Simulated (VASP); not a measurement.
# TiO2 (P4_2/mnm) in VASP: a series of runs, part 2 of 2

VASP 6.6.1. Earlier steps stand in the parts before.

## (4) Single point, PBE (volume 11.219 Å^3 an atom, c/a of the conventional cell 0.7201)

INCAR

```
  PREC = Accurate
  ENCUT = 520
  EDIFF = 1E-7
  ISMEAR = 0
  SIGMA = 0.05
  LREAL = F
  LASPH = T
  NELM = 100
  ALGO = Normal
  ISIF = 2
  LWAVE = F
  LCHARG = F
  GGA = PE
  NBANDS = 33
```

KPOINTS

```
regular mesh
0
Gamma
  8 8 10
```

POSCAR

```
TiO2
1.0
    4.5384148942      0.0000000000      0.0000000000
    0.0000000000      4.5384148942      0.0000000000
    0.0000000000      0.0000000000      3.2681125653
Ti O
2 4
Direct
    0.0000000000      0.0000000000      0.0000000000
    0.5000000000      0.5000000000      0.5000000000
    0.3050970583      0.3050970583      0.0000000000
    0.1949029417      0.8050970583      0.5000000000
    0.6949029417      0.6949029417      0.0000000000
    0.8050970583      0.1949029417      0.5000000000
```

Potentials or basis: VASP PAW PBE potentials, release 64 (Ti_sv, O).

Started as:

```bash
$ cat potpaw_PBE.64/Ti_sv/POTCAR potpaw_PBE.64/O/POTCAR > POTCAR
$ mpirun -np 1 vasp_std > vasp.out
```

OUTCAR:

```text
PREC = Accurate
   ENCUT = 520
   EDIFF = 1E-7
   ISMEAR = 0
   LREAL = F
   LASPH = T
   NELM = 100
   ISIF = 2
   GGA = PE

 ion  position               nearest neighbor table
   1  0.000  0.000  0.000-   3 1.96   5 1.96   4 2.06   6 2.06   4 2.06   6 2.06
   2  0.500  0.500  0.500-   4 1.96   6 1.96   5 2.06   3 2.06   3 2.06   5 2.06
   3  0.305  0.305  0.000-   1 1.96   2 2.06   2 2.06
   4  0.195  0.805  0.500-   2 1.96   1 2.06   1 2.06
   5  0.695  0.695  0.000-   1 1.96   2 2.06   2 2.06
   6  0.805  0.195  0.500-   2 1.96   1 2.06   1 2.06

  LATTYP: Found a simple tetragonal cell.
 ALAT       =     4.5384148942
 C/A-ratio  =     0.7201000000

  Lattice vectors:

 A1 = (   4.5384148942,   0.0000000000,   0.0000000000)
 A2 = (   0.0000000000,   4.5384148942,   0.0000000000)
 A3 = (   0.0000000000,   0.0000000000,   3.2681125653)

Analysis of symmetry for initial positions (statically):
=====================================================================
 Subroutine PRICEL returns:
 Original cell was already a primitive cell.

 Routine SETGRP: Setting up the symmetry group for a
 simple tetragonal supercell.

 Subroutine GETGRP returns: Found 16 space group operations
 (whereof  8 operations were pure point group operations)
 out of a pool of 16 trial point group operations.

The static configuration has the point symmetry D_2h.
 The point group associated with its full space group is D_4h.

Analysis of symmetry for dynamics (positions and initial velocities):
=====================================================================
 Subroutine PRICEL returns:
 Original cell was already a primitive cell.

 Routine SETGRP: Setting up the symmetry group for a
 simple tetragonal supercell.

 Subroutine GETGRP returns: Found 16 space group operations
 (whereof  8 operations were pure point group operations)
 out of a pool of 16 trial point group operations.

The dynamic configuration has the point symmetry D_2h.
 The point group associated with its full space group is D_4h.

 Subroutine INISYM returns: Found 16 space group operations
 (whereof  8 operations are pure point group operations),
 and found     1 'primitive' translations

----------------------------------------------------------------------------------------

                                     Primitive cell

  volume of cell :      67.3140

  direct lattice vectors                    reciprocal lattice vectors
     4.538414894  0.000000000  0.000000000     0.220341248  0.000000000  0.000000000
     0.000000000  4.538414894  0.000000000     0.000000000  0.220341248  0.000000000
     0.000000000  0.000000000  3.268112565     0.000000000  0.000000000  0.305987012

  length of vectors
     4.538414894  4.538414894  3.268112565     0.220341248  0.220341248  0.305987012

  position of ions in fractional coordinates (direct lattice)
     0.000000000  0.000000000  0.000000000
     0.500000000  0.500000000  0.500000000
     0.305097058  0.305097058  0.000000000
     0.194902942  0.805097058  0.500000000
     0.694902942  0.694902942  0.000000000
     0.805097058  0.194902942  0.500000000

  ion indices of the primitive-cell ions
   primitive index   ion index
                 1           1
                 2           2
[... 24 lines left out ...]
     0.000000000  0.000000000  0.000000000

 Subroutine IBZKPT returns following result:
 ===========================================

 Found     90 irreducible k-points:

 Following reciprocal coordinates:
            Coordinates               Weight
  0.000000  0.000000  0.000000      1.000000
  0.125000  0.000000  0.000000      4.000000
  0.250000  0.000000  0.000000      4.000000
  0.375000  0.000000  0.000000      4.000000
  0.500000  0.000000  0.000000      2.000000
  0.125000  0.125000  0.000000      4.000000
[... 16 lines left out ...]
  0.375000  0.125000  0.100000     16.000000
  0.500000  0.125000  0.100000      8.000000
 [... further k-points ...]
   k-points           NKPTS =     90   k-points in BZ     NKDIM =     90   number of bands    NBANDS=     33
   number of dos      NEDOS =    301   number of ions     NIONS =      6
   total plane-waves  NPLWV =  31104
   dimension x,y,z NGX =    36 NGY =   36 NGZ =   24
   dimension x,y,z NGXF=    72 NGYF=   72 NGZF=   48
   ions per type =               2   4
   NGX,Y,Z   is equivalent  to a cutoff of  13.19, 13.19, 12.21 a.u.
   NGXF,Y,Z  is equivalent  to a cutoff of  26.37, 26.37, 24.42 a.u.
 SYSTEM =  unknown system
   PREC   = accura    normal or accurate (medium, high low for compatibility)
   ISTART =      0    job   : 0-new  1-cont  2-samecut
   ICHARG =      2    charge: 1-file 2-atom 10-const
   ISPIN  =      1    spin polarized calculation?
   LNONCOLLINEAR =      F non collinear calculations
   LSORBIT =      F    spin-orbit coupling
   LASPH  =      T    aspherical Exc in radial PAW
   ENCUT  =  520.0 eV  38.22 Ry    6.18 a.u.   8.44  8.44  6.08*2*pi/ulx,y,z
   NELM   =    100;   NELMIN=  2; NELMDL= -5     # of ELM steps
   EDIFF  = 0.1E-06   stopping-criterion for ELM
   LREAL  =      F    real-space projection
   EDIFFG = 0.1E-05   stopping-criterion for IOM
   NSW    =      0    number of steps for IOM
   IBRION =     -1    ionic relax: 0-MD 1-quasi-New 2-CG
   NFREE  =      0    steps in history (QN), initial steepest desc. (CG)
   ISIF   =      2    stress and relaxation
   ISYM   =      2    0-nonsym 1-usesym 2-fastsym
   POTIM  = 0.5000    time-step for ionic-motion
   TEBEG  =    0.0;   TEEND  =   0.0 temperature during run
   PSTRESS=    0.0 pullay stress
   NELECT =      48.0000    total number of electrons
   NUPDOWN=      -1.0000    fix difference up-down
   EMIN   =  10.00;   EMAX   =-10.00  energy-range for DOS
   EFERMI =   0.00;   METHOD = LEGACY
   ISMEAR =     0;   SIGMA  =   0.05  broadening in eV -4-tet -1-fermi 0-gaus
   EFERMI_NEDOS =   21; number of points for ismear=-14 and -15
   IALGO  =     38    algorithm
   IMIX   =      4    mixing-type and parameters
     AMIX     =   0.40;   BMIX     =  1.00
     AMIX_MAG =   1.60;   BMIX_MAG =  1.00
  volume/ion in A,a.u.               =      11.22        75.71
  Fermi-wavevector in a.u.,A,eV,Ry     =   1.462582  2.763878 29.104834  2.139145
  Thomas-Fermi vector in A             =   2.578778
   LORBIT       =      0    0 simple, 1 ext, 2 COOP (PROOUT), +10 PAW based schemes
   GGA     = PE    functional components
   LHFCALC =     F    Hartree Fock is set to
   AEXX    =    0.0000 exact exchange contribution
   IVDW    =     0    specifies the selected vdW correction
   LEPSILON=     F    determine dielectric tensor
   LRPA    =     F    only Hartree local field effects (RPA)
 non-spin polarized calculation
 Gauss-broadening in eV      SIGMA  =   0.05
  energy-cutoff  :      520.00
  volume of cell :       67.31
 maximum number of plane-waves:      1836
 NGX is ok and might be reduce to    36
   NGX = 17   NGY = 17   NGZ = 13

 number of electron      48.0000006 magnetization

 Free energy of the ion-electron system (eV)
  ---------------------------------------------------
  ext. energy  EPLUGINS =         0.00000000
  ---------------------------------------------------
  free energy    TOTEN  =       -53.08490461 eV

  energy without entropy =      -53.08490461  energy(sigma->0) =      -53.08490461

 E-fermi :   4.5746     XC(G=0): -11.0519

 val. band max:        4.2168309843   @ k =   0.0000   0.0000   0.0000
 cond. band min:       5.8871793751   @ k =   0.0000   0.0000   0.0000
 fundamental gap:      1.6703483907
 Fermi energy:         4.5746274843

 k-point     1 :       0.0000    0.0000    0.0000
  band No.  band energies     occupation
      1     -53.0893      2.00000
      2     -53.0757      2.00000
      3     -29.3398      2.00000
      4     -29.3398      2.00000
      5     -29.2259      2.00000
      6     -29.1956      2.00000
[... 853 lines left out ...]
     32       9.2437      0.00000
     33       9.8733      0.00000

 [... further k-points ...]
[... 5 lines left out ...]
  --------------------------------------------------------------------------------------
  -------------------------------------------------------------------------------------
  Total       -1.7980770     -1.7980770    -12.1966379     -0.0000000      0.0000000      0.0000000
  in kB      -42.7970149    -42.7970149   -290.2988486     -0.0000000      0.0000000      0.0000000
  external PRESSURE =    -125.2976261 kB  Pullay stress =       0.0000000 kB

 VOLUME and BASIS-vectors are now :
 -----------------------------------------------------------------------------
  energy-cutoff  :      520.00
  volume of cell :       67.31
      direct lattice vectors                 reciprocal lattice vectors
     4.538414894  0.000000000  0.000000000     0.220341248  0.000000000  0.000000000
     0.000000000  4.538414894  0.000000000     0.000000000  0.220341248  0.000000000
     0.000000000  0.000000000  3.268112565     0.000000000  0.000000000  0.305987012

 POSITION                                       TOTAL-FORCE (eV/Angst)
 -----------------------------------------------------------------------------------
      0.00000      0.00000      0.00000         0.000000      0.000000      0.000000
      2.26921      2.26921      1.63406         0.000000      0.000000      0.000000
      1.38466      1.38466      0.00000        -0.023294     -0.023294     -0.000000
      0.88455      3.65386      1.63406         0.023294     -0.023294      0.000000
      3.15376      3.15376      0.00000         0.023294      0.023294      0.000000
      3.65386      0.88455      1.63406        -0.023294      0.023294      0.000000
 -----------------------------------------------------------------------------------
    total drift:                               -0.000000      0.000000     -0.000000

  FREE ENERGIE OF THE ION-ELECTRON SYSTEM (eV)
  ---------------------------------------------------
  free  energy   TOTEN  =       -53.0849046105 eV

  energy  without entropy=      -53.0849046105  energy(sigma->0) =      -53.08490461
```

Wall time 86 s (1 thread of Intel Xeon 6975P-C (Granite Rapids), shared host); peak memory 0.28 GiB.

What came out:

```
Free energy            : -53.0849 eV
Pressure               : -12.5 GPa
Largest force          : 0.033 eV/Å
Band gap on the k mesh : 1.67 eV, direct
```

Forces in eV/Å, atoms in the order of the input:
```
Ti   0.000  0.000  0.000
Ti   0.000  0.000  0.000
O   -0.023 -0.023  0.000
O    0.023 -0.023  0.000
O    0.023  0.023  0.000
O   -0.023  0.023  0.000
```

 A k mesh can miss the band edges.

## (5) The runs side by side

| cell | gap on the mesh (eV) | pressure (GPa) | largest force (eV/Å) |
| --- | --- | --- | --- |
| a = 4.788, b = 4.788, c = 2.936 Å, 6 atoms | 1.79 | -8.3 | 0.31 |
| a = 4.918, b = 4.918, c = 2.783 Å, 6 atoms | 1.82 | -3.9 | 0.41 |
| a = 4.538, b = 4.538, c = 3.268 Å, 6 atoms | 1.67 | -12.5 | 0.03 |

Alike in all rows: task single point; level PBE; potentials or basis VASP PAW PBE potentials, release 64 (Ti_sv, O); no spin polarisation; k mesh 8 × 8 × 10; cutoff (eV) 520; smearing gaussian 0.05 eV.

Total energies depend on the potentials used, so only differences within one code and one set of settings carry meaning.
